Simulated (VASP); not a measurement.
# MgO (Fm-3m) in VASP: single point with PBE+D3(BJ)

Aim: the single point of MgO with PBE+D3(BJ).

All numbers are computed with VASP 6.6.1; they aren't measurements. Logs are shortened: lines on timing, memory, paths and dates and some standing lists are left out, and cuts for length are marked.

## 1. The cell of the first run

It takes space group Fm-3m (No. 225, cubic). The conventional cell has a = 4.284 Å, b = 4.284 Å, c = 4.284 Å, α = 90.00°, β = 90.00°, γ = 90.00°. Mg (site symmetry m-3m) has 6 O at 2.14 Å within 2.8 Å. O (site symmetry m-3m) has 6 Mg at 2.14 Å within 2.8 Å.

## 2. Single point, PBE+D3(BJ)

Input file INCAR:

```
SYSTEM = MgO
PREC     = Accurate       ! precision mode
ENCUT    = 840            ! plane-wave cutoff, eV
EDIFF    = 1E-6           ! SCF threshold, eV
ISMEAR   = 0              ! smearing method
SIGMA    = 0.02           ! smearing width, eV
LREAL    = .FALSE.        ! projectors in reciprocal space
LASPH    = .TRUE.         ! aspherical terms in the spheres
NELM     = 120            ! most SCF steps
ALGO     = Normal         ! electronic algorithm
ISIF     = 2              ! what is computed and relaxed
LWAVE    = .FALSE.        ! write WAVECAR
LCHARG   = .FALSE.        ! write CHGCAR
GGA      = PE             ! functional
IVDW     = 12             ! dispersion correction
NBANDS   = 15             ! bands
GGA_COMPAT= .FALSE.
```

Input file KPOINTS:

```
Automatic mesh
0
G
  10 10 10
  0 0 0
```

Input file POSCAR:

```
MgO
1.0
    0.0000000000      2.1420908079      2.1420908079
    2.1420908079      0.0000000000      2.1420908079
    2.1420908079      2.1420908079      0.0000000000
Mg O
1 1
Direct
    0.0000000000      0.0000000000      0.0000000000
    0.5000000000      0.5000000000      0.5000000000
```

Potentials or basis: VASP PAW PBE potentials, release 64 (Mg_sv, O).

Command:

```sh
$ cat potpaw_PBE.64/Mg_sv/POTCAR potpaw_PBE.64/O/POTCAR > POTCAR
$ mpirun -np 1 vasp_std > vasp.out
```

OUTCAR:

```text
SYSTEM = MgO
   PREC = Accurate
   ENCUT = 840
   EDIFF = 1E-6
   ISMEAR = 0
   LREAL = .FALSE.
   LASPH = .TRUE.
   NELM = 120
   ISIF = 2
   GGA = PE
   IVDW = 12
 IVDW          = 12

 ion  position               nearest neighbor table
   1  0.000  0.000  0.000-
   2  0.500  0.500  0.500-

  LATTYP: Found a face centered cubic cell.
 ALAT       =     4.2841816158

  Lattice vectors:

 A1 = (   0.0000000000,   2.1420908079,   2.1420908079)
 A2 = (   2.1420908079,   0.0000000000,   2.1420908079)
 A3 = (   2.1420908079,   2.1420908079,   0.0000000000)

Analysis of symmetry for initial positions (statically):
=====================================================================
 Subroutine PRICEL returns:
 Original cell was already a primitive cell.

 Routine SETGRP: Setting up the symmetry group for a
 face centered cubic supercell.

 Subroutine GETGRP returns: Found 48 space group operations
 (whereof 48 operations were pure point group operations)
 out of a pool of 48 trial point group operations.

The static configuration has the point symmetry O_h .

Analysis of symmetry for dynamics (positions and initial velocities):
=====================================================================
 Subroutine PRICEL returns:
 Original cell was already a primitive cell.

 Routine SETGRP: Setting up the symmetry group for a
 face centered cubic supercell.

 Subroutine GETGRP returns: Found 48 space group operations
 (whereof 48 operations were pure point group operations)
 out of a pool of 48 trial point group operations.

The dynamic configuration has the point symmetry O_h .

 Subroutine INISYM returns: Found 48 space group operations
 (whereof 48 operations are pure point group operations),
 and found     1 'primitive' translations

----------------------------------------------------------------------------------------

                                     Primitive cell

  volume of cell :      19.6582

  direct lattice vectors                    reciprocal lattice vectors
     0.000000000  2.142090808  2.142090808    -0.233416809  0.233416809  0.233416809
     2.142090808  0.000000000  2.142090808     0.233416809 -0.233416809  0.233416809
     2.142090808  2.142090808  0.000000000     0.233416809  0.233416809 -0.233416809

  length of vectors
     3.029373872  3.029373872  3.029373872     0.404289772  0.404289772  0.404289772

  position of ions in fractional coordinates (direct lattice)
     0.000000000  0.000000000  0.000000000
     0.500000000  0.500000000  0.500000000

  ion indices of the primitive-cell ions
   primitive index   ion index
                 1           1
                 2           2

----------------------------------------------------------------------------------------

 KPOINTS: Automatic mesh

Automatic generation of k-mesh.
 Grid dimensions read from file:
 generate k-points for:   10   10   10

 Generating k-lattice:

  Cartesian coordinates                     Fractional coordinates (reciprocal lattice)
    -0.023341681  0.023341681  0.023341681     0.100000000  0.000000000  0.000000000
     0.023341681 -0.023341681  0.023341681     0.000000000  0.100000000  0.000000000
     0.023341681  0.023341681 -0.023341681     0.000000000  0.000000000  0.100000000

  Length of vectors
     0.040428977  0.040428977  0.040428977

  Shift w.r.t. Gamma in fractional coordinates (k-lattice)
     0.000000000  0.000000000  0.000000000

 Subroutine IBZKPT returns following result:
 ===========================================

 Found     47 irreducible k-points:

 Following reciprocal coordinates:
            Coordinates               Weight
  0.000000  0.000000  0.000000      1.000000
  0.100000  0.000000  0.000000      8.000000
  0.200000  0.000000  0.000000      8.000000
  0.300000  0.000000  0.000000      8.000000
  0.400000  0.000000  0.000000      8.000000
  0.500000  0.000000  0.000000      4.000000
[... 16 lines left out ...]
  0.300000  0.300000  0.000000      6.000000
  0.400000  0.300000  0.000000     24.000000
 [... further k-points ...]
   k-points           NKPTS =     47   k-points in BZ     NKDIM =     47   number of bands    NBANDS=     15
   number of dos      NEDOS =    301   number of ions     NIONS =      2
   total plane-waves  NPLWV =  27000
   dimension x,y,z NGX =    30 NGY =   30 NGZ =   30
   dimension x,y,z NGXF=    60 NGYF=   60 NGZF=   60
   ions per type =               1   1
   NGX,Y,Z   is equivalent  to a cutoff of  16.46, 16.46, 16.46 a.u.
   NGXF,Y,Z  is equivalent  to a cutoff of  32.93, 32.93, 32.93 a.u.
 SYSTEM =  MgO
   PREC   = accura    normal or accurate (medium, high low for compatibility)
   ISTART =      0    job   : 0-new  1-cont  2-samecut
   ICHARG =      2    charge: 1-file 2-atom 10-const
   ISPIN  =      1    spin polarized calculation?
   LNONCOLLINEAR =      F non collinear calculations
   LSORBIT =      F    spin-orbit coupling
   LASPH  =      T    aspherical Exc in radial PAW
   ENCUT  =  840.0 eV  61.74 Ry    7.86 a.u.   7.16  7.16  7.16*2*pi/ulx,y,z
   NELM   =    120;   NELMIN=  2; NELMDL= -5     # of ELM steps
   EDIFF  = 0.1E-05   stopping-criterion for ELM
   LREAL  =      F    real-space projection
   EDIFFG = 0.1E-04   stopping-criterion for IOM
   NSW    =      0    number of steps for IOM
   IBRION =     -1    ionic relax: 0-MD 1-quasi-New 2-CG
   NFREE  =      0    steps in history (QN), initial steepest desc. (CG)
   ISIF   =      2    stress and relaxation
   ISYM   =      2    0-nonsym 1-usesym 2-fastsym
   POTIM  = 0.5000    time-step for ionic-motion
   TEBEG  =    0.0;   TEEND  =   0.0 temperature during run
   PSTRESS=    0.0 pullay stress
   NELECT =      16.0000    total number of electrons
   NUPDOWN=      -1.0000    fix difference up-down
   EMIN   =  10.00;   EMAX   =-10.00  energy-range for DOS
   EFERMI =   0.00;   METHOD = LEGACY
   ISMEAR =     0;   SIGMA  =   0.02  broadening in eV -4-tet -1-fermi 0-gaus
   EFERMI_NEDOS =   21; number of points for ismear=-14 and -15
   IALGO  =     38    algorithm
   IMIX   =      4    mixing-type and parameters
     AMIX     =   0.40;   BMIX     =  1.00
     AMIX_MAG =   1.60;   BMIX_MAG =  1.00
  volume/ion in A,a.u.               =       9.83        66.33
  Fermi-wavevector in a.u.,A,eV,Ry     =   1.528505  2.888456 31.787678  2.336328
  Thomas-Fermi vector in A             =   2.636255
   LORBIT       =      0    0 simple, 1 ext, 2 COOP (PROOUT), +10 PAW based schemes
   GGA     = PE    functional components
   LHFCALC =     F    Hartree Fock is set to
   AEXX    =    0.0000 exact exchange contribution
   IVDW    =    12    specifies the selected vdW correction
   LEPSILON=     F    determine dielectric tensor
   LRPA    =     F    only Hartree local field effects (RPA)
 non-spin polarized calculation
 Gauss-broadening in eV      SIGMA  =   0.02
  energy-cutoff  :      840.00
  volume of cell :       19.66
 maximum number of plane-waves:      1106
 NGX is ok and might be reduce to    30
   NGX = 15   NGY = 15   NGZ = 15

 number of electron      15.9999994 magnetization

 Free energy of the ion-electron system (eV)
  ---------------------------------------------------
  ext. energy  EPLUGINS =         0.00000000
  ---------------------------------------------------
  free energy    TOTEN  =       -11.88211856 eV

  energy without entropy =      -11.88211856  energy(sigma->0) =      -11.88211856

 E-fermi :   2.7512     XC(G=0): -11.1375

 val. band max:        2.5594674063   @ k =   0.0000   0.0000   0.0000
 cond. band min:       6.8206670605   @ k =   0.0000   0.0000   0.0000
 fundamental gap:      4.2611996541
 Fermi energy:         2.7512177038

 k-point     1 :       0.0000    0.0000    0.0000
  band No.  band energies     occupation
      1     -69.8891      2.00000
      2     -36.6197      2.00000
      3     -36.6197      2.00000
      4     -36.6197      2.00000
      5     -14.4381      2.00000
      6       2.5595      2.00000
      7       2.5595      2.00000
      8       2.5595      2.00000
      9       6.8207      0.00000
     10      18.0750      0.00000
     11      18.0750      0.00000
     12      18.0750      0.00000
     13      21.8554      0.00000
     14      23.5794      0.00000
     15      23.5794      0.00000

 k-point     2 :       0.1000    0.0000    0.0000
  band No.  band energies     occupation
      1     -69.8886      2.00000
      2     -36.6265      2.00000
      3     -36.6204      2.00000
      4     -36.6204      2.00000
      5     -14.3392      2.00000
      6       1.9183      2.00000
      7       2.4976      2.00000
      8       2.4976      2.00000
      9       7.4541      0.00000
     10      16.8393      0.00000
     11      18.2960      0.00000
     12      18.2960      0.00000
     13      22.7869      0.00000
     14      22.7869      0.00000
     15      23.4183      0.00000

 k-point     3 :       0.2000    0.0000    0.0000
  band No.  band energies     occupation
      1     -69.8869      2.00000
      2     -36.6441      2.00000
      3     -36.6222      2.00000
      4     -36.6222      2.00000
      5     -14.0685      2.00000
      6       0.6496      2.00000
      7       2.3405      2.00000
      8       2.3405      2.00000
      9       8.6531      0.00000
     10      15.3138      0.00000
     11      18.7180      0.00000
     12      18.7180      0.00000
     13      22.0868      0.00000
     14      22.0868      0.00000
     15      24.0612      0.00000
[... 343 lines left out ...]
 k-point    23 :       0.3000    0.3000    0.0000
  band No.  band energies     occupation
      1     -69.8834      2.00000
      2     -36.6606      2.00000
      3     -36.6352      2.00000
      4     -36.6352      2.00000
      5     -13.5316      2.00000
      6      -0.4501      2.00000
      7       1.6784      2.00000
      8       1.6784      2.00000
      9      10.9012      0.00000
     10      12.8876      0.00000
     11      16.4629      0.00000
     12      19.8982      0.00000
     13      19.8982      0.00000
     14      26.1416      0.00000
     15      28.9343      0.00000

 k-point    24 :       0.4000    0.3000    0.0000
  band No.  band energies     occupation
      1     -69.8820      2.00000
      2     -36.6692      2.00000
      3     -36.6397      2.00000
      4     -36.6377      2.00000
      5     -13.3111      2.00000
      6      -0.8383      2.00000
      7       1.3347      2.00000
      8       1.5400      2.00000
      9      11.6488      0.00000
     10      12.5850      0.00000
     11      15.6501      0.00000
     12      20.0954      0.00000
     13      20.2923      0.00000
     14      26.8304      0.00000
     15      28.5504      0.00000

 [... further k-points ...]

------------------------ aborting loop because EDIFF is reached ----------------------------------------

 Edisp (eV)   -0.55631

 E8    (eV) :    -0.2178

  FORCE on cell =-STRESS in cart. coord.  units (eV):
  Direction    XX          YY          ZZ          XY          YZ          ZX
  --------------------------------------------------------------------------------------
  -------------------------------------------------------------------------------------
  Total      -0.94354    -0.94354    -0.94354    -0.00000     0.00000     0.00000
  in kB     -76.90028   -76.90028   -76.90028    -0.00000     0.00000     0.00000
  external pressure =      -76.90 kB  Pullay stress =        0.00 kB

 VOLUME and BASIS-vectors are now :
 -----------------------------------------------------------------------------
  energy-cutoff  :      840.00
  volume of cell :       19.66
      direct lattice vectors                 reciprocal lattice vectors
     0.000000000  2.142090808  2.142090808    -0.233416809  0.233416809  0.233416809
     2.142090808  0.000000000  2.142090808     0.233416809 -0.233416809  0.233416809
     2.142090808  2.142090808  0.000000000     0.233416809  0.233416809 -0.233416809

 POSITION                                       TOTAL-FORCE (eV/Angst)
 -----------------------------------------------------------------------------------
      0.00000      0.00000      0.00000         0.000000     -0.000000      0.000000
      2.14209      2.14209      2.14209        -0.000000      0.000000     -0.000000
 -----------------------------------------------------------------------------------
    total drift:                                0.000000      0.000000      0.000000

  FREE ENERGIE OF THE ION-ELECTRON SYSTEM (eV)
  ---------------------------------------------------
  free  energy   TOTEN  =       -12.4384273216 eV

  energy  without entropy=      -12.4384273216  energy(sigma->0) =      -12.43842732
```

Wall time 18 s (1 thread of Intel Xeon Platinum 8375C at 2.90GHz (Ice Lake), shared host); peak memory 0.18 GiB.

What came out:

- Free energy: -12.4384 eV
- Pressure: -7.7 GPa
- Band gap on the k mesh: 4.26 eV
- Dispersion energy per atom: -0.278 eV

Levels at points of the mesh, in eV from the valence-band top:
| k point | band 6 | band 7 | band 8 | band 9 | band 10 | band 11 |
| --- | --- | --- | --- | --- | --- | --- |
| (0.00, 0.00, 0.00) | 0.00 | 0.00 | 0.00 | 4.26 | 15.52 | 15.52 |
| (0.50, 0.00, 0.00) | -4.39 | -0.60 | -0.60 | 7.59 | 12.04 | 15.81 |
| (0.50, 0.50, 0.00) | -3.85 | -1.27 | -1.27 | 9.06 | 9.46 | 12.57 |

Caveat: the cell stands under tension.
